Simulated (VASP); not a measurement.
# La3Tl in VASP: a series of runs

Runs on La3Tl. Level: LDA. Tasks: electric field gradients.

Everything below comes from runs of VASP 6.6.1. Logs are shortened: lines on timing, memory, paths and dates and some standing lists are left out, and cuts for length are marked.

## (1) The cell of the first run

The structure is cubic, space group Pm-3m (No. 221). The conventional cell has a = 4.992 Å, b = 4.992 Å, c = 4.992 Å, α = 90.00°, β = 90.00°, γ = 90.00°. La (site symmetry 4/mmm) has 8 La at 3.53 Å and 4 Tl at 3.53 Å within 4.6 Å. Tl (site symmetry m-3m) has 12 La at 3.53 Å within 4.6 Å.

## (2) Electric field gradients, LDA (volume scaled by 0.96)

Input file INCAR:

```
ALGO     = Normal         # electronic algorithm
EDIFF    = 1E-8           # SCF threshold, eV
ENCUT    = 520            # plane-wave cutoff, eV
GGA      = CA             # functional
ISIF     = 2              # what is computed and relaxed
ISMEAR   = -1             # smearing method
LASPH    = True           # aspherical terms in the spheres
LCHARG   = False          # write CHGCAR
LEFG     = True         
LREAL    = False          # projectors in reciprocal space
LWAVE    = False          # write WAVECAR
NBANDS   = 31             # bands
NELM     = 80             # most SCF steps
PREC     = Accurate       # precision mode
SIGMA    = 0.08           # smearing width, eV
```

Input file KPOINTS:

```
k-points
0
Gamma
  8 8 8
```

Input file POSCAR:

```
La3Tl
1.0
    4.9916132384      0.0000000000      0.0000000000
    0.0000000000      4.9916132384      0.0000000000
    0.0000000000      0.0000000000      4.9916132384
La Tl
3 1
Direct
    0.0000000000      0.5000000000      0.5000000000
    0.5000000000      0.0000000000      0.5000000000
    0.5000000000      0.5000000000      0.0000000000
    0.0000000000      0.0000000000      0.0000000000
```

Potentials or basis: VASP PAW LDA potentials, release 64 (La, Tl_d).

The run is started by

```bash
> cat potpaw_LDA.64/La/POTCAR potpaw_LDA.64/Tl_d/POTCAR > POTCAR
> mpirun -np 1 vasp_std > vasp.out
```

OUTCAR:

```text
EDIFF = 1E-8
   ENCUT = 520
   GGA = CA
   ISIF = 2
   ISMEAR = -1
   LASPH = True
   LREAL = False
   NELM = 80
   PREC = Accurate

 ion  position               nearest neighbor table
   1  0.000  0.500  0.500-   2 3.53   3 3.53   4 3.53   3 3.53   4 3.53   2 3.53   4 3.53   4 3.53
                             2 3.53   3 3.53   3 3.53   2 3.53
   2  0.500  0.000  0.500-   1 3.53   3 3.53   4 3.53   3 3.53   4 3.53   1 3.53   3 3.53   3 3.53
                             1 3.53   4 3.53   4 3.53   1 3.53
   3  0.500  0.500  0.000-   1 3.53   2 3.53   4 3.53   1 3.53   2 3.53   2 3.53   4 3.53   2 3.53
                             1 3.53   4 3.53   1 3.53   4 3.53
   4  0.000  0.000  0.000-   1 3.53   2 3.53   3 3.53   1 3.53   2 3.53   1 3.53   3 3.53   1 3.53
                             2 3.53   3 3.53   2 3.53   3 3.53

  LATTYP: Found a simple cubic cell.
 ALAT       =     4.9916132384

  Lattice vectors:

 A1 = (   4.9916132384,   0.0000000000,   0.0000000000)
 A2 = (   0.0000000000,   4.9916132384,   0.0000000000)
 A3 = (   0.0000000000,   0.0000000000,   4.9916132384)

Analysis of symmetry for initial positions (statically):
=====================================================================
 Subroutine PRICEL returns:
 Original cell was already a primitive cell.

 Routine SETGRP: Setting up the symmetry group for a
 simple cubic supercell.

 Subroutine GETGRP returns: Found 48 space group operations
 (whereof 48 operations were pure point group operations)
 out of a pool of 48 trial point group operations.

The static configuration has the point symmetry O_h .

Analysis of symmetry for dynamics (positions and initial velocities):
=====================================================================
 Subroutine PRICEL returns:
 Original cell was already a primitive cell.

 Routine SETGRP: Setting up the symmetry group for a
 simple cubic supercell.

 Subroutine GETGRP returns: Found 48 space group operations
 (whereof 48 operations were pure point group operations)
 out of a pool of 48 trial point group operations.

The dynamic configuration has the point symmetry O_h .

 Subroutine INISYM returns: Found 48 space group operations
 (whereof 48 operations are pure point group operations),
 and found     1 'primitive' translations

----------------------------------------------------------------------------------------

                                     Primitive cell

  volume of cell :     124.3720

  direct lattice vectors                    reciprocal lattice vectors
     4.991613238  0.000000000  0.000000000     0.200336034  0.000000000  0.000000000
     0.000000000  4.991613238  0.000000000     0.000000000  0.200336034  0.000000000
     0.000000000  0.000000000  4.991613238     0.000000000  0.000000000  0.200336034

  length of vectors
     4.991613238  4.991613238  4.991613238     0.200336034  0.200336034  0.200336034

  position of ions in fractional coordinates (direct lattice)
     0.000000000  0.500000000  0.500000000
     0.500000000  0.000000000  0.500000000
     0.500000000  0.500000000  0.000000000
     0.000000000  0.000000000  0.000000000

  ion indices of the primitive-cell ions
   primitive index   ion index
                 1           1
                 2           2
                 3           3
                 4           4

----------------------------------------------------------------------------------------

 KPOINTS: k-points

Automatic generation of k-mesh.
 Grid dimensions read from file:
 generate k-points for:    8    8    8

 Generating k-lattice:

  Cartesian coordinates                     Fractional coordinates (reciprocal lattice)
     0.025042004  0.000000000  0.000000000     0.125000000  0.000000000  0.000000000
     0.000000000  0.025042004  0.000000000     0.000000000  0.125000000  0.000000000
     0.000000000  0.000000000  0.025042004     0.000000000  0.000000000  0.125000000

  Length of vectors
     0.025042004  0.025042004  0.025042004
[... 43 lines left out ...]
   NGXF,Y,Z  is equivalent  to a cutoff of  26.64, 26.64, 26.64 a.u.
 SYSTEM =  unknown system
   PREC   = accura    normal or accurate (medium, high low for compatibility)
   ISTART =      0    job   : 0-new  1-cont  2-samecut
   ICHARG =      2    charge: 1-file 2-atom 10-const
   ISPIN  =      1    spin polarized calculation?
   LNONCOLLINEAR =      F non collinear calculations
   LSORBIT =      F    spin-orbit coupling
   LASPH  =      T    aspherical Exc in radial PAW
   ENCUT  =  520.0 eV  38.22 Ry    6.18 a.u.   9.28  9.28  9.28*2*pi/ulx,y,z
   NELM   =     80;   NELMIN=  2; NELMDL= -5     # of ELM steps
   EDIFF  = 0.1E-07   stopping-criterion for ELM
   LREAL  =      F    real-space projection
   EDIFFG = 0.1E-06   stopping-criterion for IOM
   NSW    =      0    number of steps for IOM
   IBRION =     -1    ionic relax: 0-MD 1-quasi-New 2-CG
   NFREE  =      0    steps in history (QN), initial steepest desc. (CG)
   ISIF   =      2    stress and relaxation
   ISYM   =      2    0-nonsym 1-usesym 2-fastsym
   POTIM  = 0.5000    time-step for ionic-motion
   TEBEG  =    0.0;   TEEND  =   0.0 temperature during run
   PSTRESS=    0.0 pullay stress
   NELECT =      46.0000    total number of electrons
   NUPDOWN=      -1.0000    fix difference up-down
   EMIN   =  10.00;   EMAX   =-10.00  energy-range for DOS
   EFERMI =   0.00;   METHOD = LEGACY
   ISMEAR =    -1;   SIGMA  =   0.08  broadening in eV -4-tet -1-fermi 0-gaus
   EFERMI_NEDOS =   21; number of points for ismear=-14 and -15
   IALGO  =     38    algorithm
   IMIX   =      4    mixing-type and parameters
     AMIX     =   0.40;   BMIX     =  1.00
     AMIX_MAG =   1.60;   BMIX_MAG =  1.00
  volume/ion in A,a.u.               =      31.09       209.83
  Fermi-wavevector in a.u.,A,eV,Ry     =   1.175132  2.220677 18.788752  1.380934
  Thomas-Fermi vector in A             =   2.311517
   LORBIT       =      0    0 simple, 1 ext, 2 COOP (PROOUT), +10 PAW based schemes
   GGA     = CA    functional components
   LHFCALC =     F    Hartree Fock is set to
   AEXX    =    0.0000 exact exchange contribution
   IVDW    =     0    specifies the selected vdW correction
   LEPSILON=     F    determine dielectric tensor
   LRPA    =     F    only Hartree local field effects (RPA)
 non-spin polarized calculation
  energy-cutoff  :      520.00
  volume of cell :      124.37
 maximum number of plane-waves:      3407
 NGX is ok and might be reduce to    40
   NGX = 19   NGY = 19   NGZ = 19

 number of electron      46.0000000 magnetization

 Free energy of the ion-electron system (eV)
  ---------------------------------------------------
  ext. energy  EPLUGINS =         0.00000000
  ---------------------------------------------------
  free energy    TOTEN  =       -20.92012728 eV

  energy without entropy =      -20.80171107  energy(sigma->0) =      -20.86091917

 E-fermi :   8.5078     XC(G=0): -10.4245

 val. band max:        8.5066097059   @ k =   0.5000   0.3750   0.0000
 cond. band min:       8.5080154383   @ k =   0.2500   0.2500   0.2500
 fundamental gap:      0.0014057324
 Fermi energy:         8.5077676539

 k-point     1 :       0.0000    0.0000    0.0000
  band No.  band energies     occupation
      1     -24.1994      2.00000
      2     -23.8131      2.00000
      3     -23.8131      2.00000
      4      -8.5640      2.00000
      5      -8.5640      2.00000
      6      -8.5640      2.00000
[... 805 lines left out ...]
     30      10.1449      0.00000
     31      10.1880      0.00000

 [... further k-points ...]

------------------------ aborting loop because EDIFF is reached ----------------------------------------

  FORCE on cell =-STRESS in cart. coord.  units (eV):
  Direction    XX          YY          ZZ          XY          YZ          ZX
  --------------------------------------------------------------------------------------
  -------------------------------------------------------------------------------------
  Total       -1.6811432     -1.6811432     -1.6811432      0.0000000      0.0000000      0.0000000
  in kB      -21.6567118    -21.6567118    -21.6567118      0.0000000      0.0000000      0.0000000
  external PRESSURE =     -21.6567118 kB  Pullay stress =       0.0000000 kB

 VOLUME and BASIS-vectors are now :
 -----------------------------------------------------------------------------
  energy-cutoff  :      520.00
  volume of cell :      124.37
      direct lattice vectors                 reciprocal lattice vectors
     4.991613238  0.000000000  0.000000000     0.200336034  0.000000000  0.000000000
     0.000000000  4.991613238  0.000000000     0.000000000  0.200336034  0.000000000
     0.000000000  0.000000000  4.991613238     0.000000000  0.000000000  0.200336034

 POSITION                                       TOTAL-FORCE (eV/Angst)
 -----------------------------------------------------------------------------------
      0.00000      2.49581      2.49581         0.000000      0.000000      0.000000
      2.49581      0.00000      2.49581         0.000000      0.000000      0.000000
      2.49581      2.49581      0.00000         0.000000      0.000000      0.000000
      0.00000      0.00000      0.00000         0.000000      0.000000      0.000000
 -----------------------------------------------------------------------------------
    total drift:                                0.000000     -0.000000     -0.000000

  FREE ENERGIE OF THE ION-ELECTRON SYSTEM (eV)
  ---------------------------------------------------
  free  energy   TOTEN  =       -20.9201272755 eV

  energy  without entropy=      -20.8017110684  energy(sigma->0) =      -20.86091917

 Electric field gradients (V/A^2)
---------------------------------------------------------------------
 ion       V_xx      V_yy      V_zz      V_xy      V_xz      V_yz
---------------------------------------------------------------------
   1     141.719   -70.859   -70.859    -0.000    -0.000    -0.000
   2     -70.859   141.719   -70.859     0.000    -0.000     0.000
   3     -70.859   -70.859   141.719     0.000    -0.000     0.000
   4      -0.000    -0.000     0.000     0.000    -0.000     0.000
---------------------------------------------------------------------

 Electric field gradients after diagonalization (V/A^2)
 (convention: |V_zz| > |V_xx| > |V_yy|)
----------------------------------------------------------------------
 ion       V_xx      V_yy      V_zz     asymmetry (V_yy - V_xx)/ V_zz
----------------------------------------------------------------------
   1     -70.859   -70.859   141.719       0.000
   2     -70.859   -70.859   141.719       0.000
   3     -70.859   -70.859   141.719       0.000
   4      -0.000    -0.000     0.000       0.414
----------------------------------------------------------------------

           NMR quadrupolar parameters

 Cq : quadrupolar parameter    Cq=e*Q*V_zz/h
 eta: asymmetry parameters     (V_yy - V_xx)/ V_zz
 Q  : nuclear electric quadrupole moment in mb (millibarn)
----------------------------------------------------------------------
 ion       Cq(MHz)       eta       Q (mb)
----------------------------------------------------------------------
   1       0.343       0.000       1.000
   2       0.343       0.000       1.000
   3       0.343       0.000       1.000
   4       0.000       0.414       1.000
----------------------------------------------------------------------
```

Run time: 77 s. Hardware: 1 thread of Intel Xeon 6975P-C (Granite Rapids), shared host; peak memory 0.28 GiB.

Results:

```yaml
Free_energy: -20.9201 eV
Pressure: -2.2 GPa
Band_gap_on_the_k_mesh: zero (band 23 reaches 8.86 eV, above the bottom of band 24 at 7.70 eV)
```

Levels at points of the mesh, in eV from the Fermi level:
```
           k point  band 21  band 22  band 23  band 24  band 25  band 26
(0.00, 0.00, 0.00)    -0.87    -0.87    -0.80    -0.80     0.82     0.82
(0.50, 0.00, 0.00)    -0.77    -0.77    -0.66     0.73     1.07     1.09
(0.50, 0.50, 0.00)    -1.33    -0.10    -0.10     0.31     0.69     1.04
(0.50, 0.50, 0.50)    -1.06     0.36     0.36     0.36     1.18     1.37
```

Electric field gradients, principal values (V/Å²):
| atom | least | middle | greatest (by size) |
| --- | --- | --- | --- |
| 1 La | -70.859 | -70.859 | 141.719 |
| 2 La | -70.859 | -70.859 | 141.719 |
| 3 La | -70.859 | -70.859 | 141.719 |
| 4 Tl | 0.000 | 0.000 | 0.000 |

Caveat: without QUAD_EFG the Cq values of the log hold for a quadrupole moment of 1 mb, not for the nuclei; spin-orbit coupling is left out, which moves the levels of the heavy elements.

## (3) Electric field gradients, LDA (volume scaled by 0.96)

Input file INCAR:

```
SYSTEM = La3Tl
ALGO = Normal
EDIFF = 1E-8
ENCUT = 520
GGA = CA
ISIF = 2
ISMEAR = -1
LASPH = .TRUE.
LCHARG = .FALSE.
LEFG = .TRUE.
LREAL = .FALSE.
LWAVE = .FALSE.
NBANDS = 31
NELM = 80
PREC = Accurate
SIGMA = 0.08
```

Input file KPOINTS:

```
k-points
0
G
  8 8 8
  0 0 0
```

POSCAR is that of step 2.

Potentials or basis: VASP PAW LDA potentials, release 64 (La, Tl_d).

The run is started by

```bash
> cat potpaw_LDA.64/La/POTCAR potpaw_LDA.64/Tl_d/POTCAR > POTCAR
> mpirun -np 1 vasp_std > vasp.out
```

OUTCAR:

```text
SYSTEM = La3Tl
   EDIFF = 1E-8
   ENCUT = 520
   GGA = CA
   ISIF = 2
   ISMEAR = -1
   LASPH = .TRUE.
   LREAL = .FALSE.
   NELM = 80
   PREC = Accurate

 ion  position               nearest neighbor table
   1  0.000  0.500  0.500-   2 3.53   3 3.53   4 3.53   3 3.53   4 3.53   2 3.53   4 3.53   4 3.53
                             2 3.53   3 3.53   3 3.53   2 3.53
   2  0.500  0.000  0.500-   1 3.53   3 3.53   4 3.53   3 3.53   4 3.53   1 3.53   3 3.53   3 3.53
                             1 3.53   4 3.53   4 3.53   1 3.53
   3  0.500  0.500  0.000-   1 3.53   2 3.53   4 3.53   1 3.53   2 3.53   2 3.53   4 3.53   2 3.53
                             1 3.53   4 3.53   1 3.53   4 3.53
   4  0.000  0.000  0.000-   1 3.53   2 3.53   3 3.53   1 3.53   2 3.53   1 3.53   3 3.53   1 3.53
                             2 3.53   3 3.53   2 3.53   3 3.53
[... 1051 lines left out ...]
   1     141.719   -70.859   -70.859    -0.000    -0.000    -0.000
   2     -70.859   141.719   -70.859     0.000    -0.000     0.000
   3     -70.859   -70.859   141.719     0.000    -0.000     0.000
   4      -0.000    -0.000     0.000     0.000    -0.000     0.000
---------------------------------------------------------------------

 Electric field gradients after diagonalization (V/A^2)
 (convention: |V_zz| > |V_xx| > |V_yy|)
----------------------------------------------------------------------
 ion       V_xx      V_yy      V_zz     asymmetry (V_yy - V_xx)/ V_zz
----------------------------------------------------------------------
   1     -70.859   -70.859   141.719       0.000
   2     -70.859   -70.859   141.719       0.000
   3     -70.859   -70.859   141.719       0.000
   4      -0.000    -0.000     0.000       0.414
----------------------------------------------------------------------

           NMR quadrupolar parameters

 Cq : quadrupolar parameter    Cq=e*Q*V_zz/h
 eta: asymmetry parameters     (V_yy - V_xx)/ V_zz
 Q  : nuclear electric quadrupole moment in mb (millibarn)
----------------------------------------------------------------------
 ion       Cq(MHz)       eta       Q (mb)
----------------------------------------------------------------------
   1       0.343       0.000       1.000
   2       0.343       0.000       1.000
   3       0.343       0.000       1.000
   4       0.000       0.414       1.000
----------------------------------------------------------------------
```

stdout:

```text
POSCAR found type information on POSCAR LaTl
 POSCAR found :  2 types and       4 ions
 scaLAPACK will be used
 LDA part: xc-table for (Slater(with rela. corr.)+CA(PZ))
 , standard interpolation
 POSCAR, INCAR and KPOINTS ok, starting setup
 FFT: planning ... GRIDC
 FFT: planning ... GRID_SOFT
 FFT: planning ... GRID
 WAVECAR not read
 entering main loop
ion   1

ion   2

ion   3

ion   4
```

Run time: 92 s. Hardware: 1 thread of Intel Xeon 6975P-C (Granite Rapids), shared host; peak memory 0.28 GiB.

What came out:

| Quantity | Value |
| --- | --- |
| Free energy | -20.9201 eV |
| Pressure | -2.2 GPa |
| Band gap on the k mesh | zero (band 23 reaches 8.86 eV, above the bottom of band 24 at 7.70 eV) |

Electric field gradients, principal values (V/Å²):
```csv
atom,least,middle,greatest (by size)
1 La,-70.859,-70.859,141.719
2 La,-70.859,-70.859,141.719
3 La,-70.859,-70.859,141.719
4 Tl,0.000,0.000,0.000
```

Caveat: without QUAD_EFG the Cq values of the log hold for a quadrupole moment of 1 mb, not for the nuclei; spin-orbit coupling is left out, which moves the levels of the heavy elements.

[end of part 1 of 2]
